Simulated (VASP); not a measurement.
# Pt (Fm-3m) in VASP: notebook, part 3 of 3

VASP 6.6.1. Earlier steps stand in the parts before.

**5. Single point, PBEsol**

This run uses another cell than the first one, of 14.74 Å³/atom, 0.980 times its volume.

Input file INCAR:

```
ALGO = Normal
EDIFF = 1E-6
ENCUT = 500
GGA = PS
GGA_COMPAT = False
ISIF = 2
ISMEAR = 0
LASPH = True
LCHARG = False
LREAL = False
LWAVE = False
NBANDS = 11
NELM = 120
PREC = Accurate
SIGMA = 0.1
```

Input file KPOINTS:

```
k-points
0
Gamma
  8 8 8
```

Input file POSCAR:

```
Pt
1.0
    0.0000000000      1.9459784598      1.9459784598
    1.9459784598      0.0000000000      1.9459784598
    1.9459784598      1.9459784598      0.0000000000
Pt
1
Direct
    0.0000000000      0.0000000000      0.0000000000
```

Potentials or basis: VASP PAW PBE potentials, release 64 (Pt).

Command:

```bash
cat potpaw_PBE.64/Pt/POTCAR > POTCAR
mpirun -np 1 vasp_std > vasp.out
```

OUTCAR:

```text
EDIFF = 1E-6
   ENCUT = 500
   GGA = PS
   ISIF = 2
   ISMEAR = 0
   LASPH = True
   LREAL = False
   NELM = 120
   PREC = Accurate

 ion  position               nearest neighbor table
   1  0.000  0.000  0.000-

  LATTYP: Found a face centered cubic cell.
 ALAT       =     3.8919569196

  Lattice vectors:

 A1 = (   0.0000000000,   1.9459784598,   1.9459784598)
 A2 = (   1.9459784598,   0.0000000000,   1.9459784598)
 A3 = (   1.9459784598,   1.9459784598,   0.0000000000)

Analysis of symmetry for initial positions (statically):
=====================================================================
 Subroutine PRICEL returns:
 Original cell was already a primitive cell.

 Routine SETGRP: Setting up the symmetry group for a
 face centered cubic supercell.

 Subroutine GETGRP returns: Found 48 space group operations
 (whereof 48 operations were pure point group operations)
 out of a pool of 48 trial point group operations.

The static configuration has the point symmetry O_h .

Analysis of symmetry for dynamics (positions and initial velocities):
=====================================================================
 Subroutine PRICEL returns:
 Original cell was already a primitive cell.

 Routine SETGRP: Setting up the symmetry group for a
 face centered cubic supercell.

 Subroutine GETGRP returns: Found 48 space group operations
 (whereof 48 operations were pure point group operations)
 out of a pool of 48 trial point group operations.

The dynamic configuration has the point symmetry O_h .

 Subroutine INISYM returns: Found 48 space group operations
 (whereof 48 operations are pure point group operations),
 and found     1 'primitive' translations

----------------------------------------------------------------------------------------

                                     Primitive cell

  volume of cell :      14.7382

  direct lattice vectors                    reciprocal lattice vectors
     0.000000000  1.945978460  1.945978460    -0.256940151  0.256940151  0.256940151
[... 106 lines left out ...]
  Fermi-wavevector in a.u.,A,eV,Ry     =   1.438556  2.718477 28.156490  2.069444
  Thomas-Fermi vector in A             =   2.557510
   LORBIT       =      0    0 simple, 1 ext, 2 COOP (PROOUT), +10 PAW based schemes
   GGA     = PS    functional components
   LHFCALC =     F    Hartree Fock is set to
   AEXX    =    0.0000 exact exchange contribution
   IVDW    =     0    specifies the selected vdW correction
   LEPSILON=     F    determine dielectric tensor
   LRPA    =     F    only Hartree local field effects (RPA)
 non-spin polarized calculation
 Gauss-broadening in eV      SIGMA  =   0.10
  energy-cutoff  :      500.00
  volume of cell :       14.74
 maximum number of plane-waves:       388
   NGX =  9   NGY =  9   NGZ =  9

 number of electron      10.0000000 magnetization

 Free energy of the ion-electron system (eV)
  ---------------------------------------------------
  ext. energy  EPLUGINS =         0.00000000
  ---------------------------------------------------
  free energy    TOTEN  =        -6.95274975 eV

  energy without entropy =       -6.94426803  energy(sigma->0) =       -6.94850889

 E-fermi :  11.4816     XC(G=0): -13.7702

 val. band max:       11.4792835307   @ k =  -0.2500   0.1250   0.0000
 cond. band min:      11.5322163677   @ k =   0.3750   0.2500   0.1250
 fundamental gap:      0.0529328370
 Fermi energy:        11.4815566497

 k-point     1 :       0.0000    0.0000    0.0000
  band No.  band energies     occupation
      1       0.9875      2.00000
      2       7.5702      2.00000
      3       7.5702      2.00000
      4       7.5702      2.00000
      5       9.8270      2.00000
      6       9.8270      2.00000
      7      26.1074      0.00000
      8      31.1936      0.00000
      9      31.1936      0.00000
     10      31.1936      0.00000
     11      36.5850      0.00000
[... 309 lines left out ...]
 k-point    24 :      -0.3750    0.2500    0.1250
  band No.  band energies     occupation
      1       5.2338      2.00000
      2       6.4982      2.00000
      3       7.9099      2.00000
      4       8.7159      2.00000
      5      11.3161      1.98075
      6      15.9837      0.00000
      7      17.1464      0.00000
      8      26.4424      0.00000
      9      26.7232      0.00000
     10      30.8089      0.00000
     11      37.9814      0.00000

 [... further k-points ...]
[... 5 lines left out ...]
  --------------------------------------------------------------------------------------
  -------------------------------------------------------------------------------------
  Total        0.4636498      0.4636498      0.4636498      0.0000000      0.0000000     -0.0000000
  in kB       50.4030209     50.4030209     50.4030209      0.0000000      0.0000000     -0.0000000
  external PRESSURE =      50.4030209 kB  Pullay stress =       0.0000000 kB

 VOLUME and BASIS-vectors are now :
 -----------------------------------------------------------------------------
  energy-cutoff  :      500.00
  volume of cell :       14.74
      direct lattice vectors                 reciprocal lattice vectors
     0.000000000  1.945978460  1.945978460    -0.256940151  0.256940151  0.256940151
     1.945978460  0.000000000  1.945978460     0.256940151 -0.256940151  0.256940151
     1.945978460  1.945978460  0.000000000     0.256940151  0.256940151 -0.256940151

 POSITION                                       TOTAL-FORCE (eV/Angst)
 -----------------------------------------------------------------------------------
      0.00000      0.00000      0.00000        -0.000000     -0.000000     -0.000000
 -----------------------------------------------------------------------------------
    total drift:                                0.000000      0.000000     -0.000000

  FREE ENERGIE OF THE ION-ELECTRON SYSTEM (eV)
  ---------------------------------------------------
  free  energy   TOTEN  =        -6.9527497519 eV

  energy  without entropy=       -6.9442680329  energy(sigma->0) =       -6.94850889
```

stdout:

```text
POSCAR found type information on POSCAR Pt
 POSCAR found :  1 types and       1 ions
 scaLAPACK will be used
 -----------------------------------------------------------------------------
|                                                                             |
|                                                                             |
|     You enforced a specific xc type in the INCAR file but a different       |
|     I HOPE YOU KNOW WHAT YOU ARE DOING!                                     |
|                                                                             |
 -----------------------------------------------------------------------------

 LDA part: xc-table for (Slater+PW92), standard interpolation
 POSCAR, INCAR and KPOINTS ok, starting setup
 FFT: planning ... GRIDC
 FFT: planning ... GRID_SOFT
 FFT: planning ... GRID
 WAVECAR not read
 entering main loop
```

Wall time 2.9 s (1 thread of Intel Xeon 6975P-C (Granite Rapids), shared host); peak memory 0.12 GiB.

Results:

```
Free energy            : -6.9527 eV
Pressure               : 5.0 GPa
Band gap on the k mesh : zero (band 5 reaches 12.03 eV, above the bottom of band 6 at 9.72 eV)
```

Levels at points of the mesh, in eV from the Fermi level:
| k point | band 3 | band 4 | band 5 | band 6 | band 7 | band 8 |
| --- | --- | --- | --- | --- | --- | --- |
| (0.00, 0.00, 0.00) | -3.91 | -3.91 | -1.65 | -1.65 | 14.63 | 19.71 |
| (0.50, 0.00, 0.00) | -3.98 | -0.58 | 0.08 | 0.08 | 6.02 | 14.19 |
| (0.50, 0.50, 0.00) | 0.05 | 0.55 | 0.55 | 1.73 | 9.13 | 11.47 |

Caveat: the PAW data sets were made with another functional, which shifts forces and pressure a little; spin-orbit coupling is left out, which moves the levels of the heavy elements.

**6. Overview**

| task | cell | k mesh | cutoff (eV) | gap on the mesh (eV) | pressure (GPa) |
| --- | --- | --- | --- | --- | --- |
| single point | a = 2.771 Å, angles 60.0°, 1 atom | 18 × 18 × 18 | 520 | none | -0.4 |
| relaxation of cell and atoms | relaxed from a = 2.752 Å, angles 60.0°, 1 atom | 18 × 18 × 18 | 600 | none | 0.0 |
| single point | a = 2.752 Å, angles 60.0°, 1 atom | 8 × 8 × 8 | 500 | none | 5.0 |

Alike in all rows: level PBEsol; potentials or basis VASP PAW PBE potentials, release 64 (Pt); no spin polarisation; smearing gaussian 0.1 eV.

Caveats: the PAW data sets were made with another functional, which shifts forces and pressure a little; spin-orbit coupling is left out, which moves the levels of the heavy elements.

Total energies depend on the potentials used, so only differences within one code and one set of settings carry meaning.
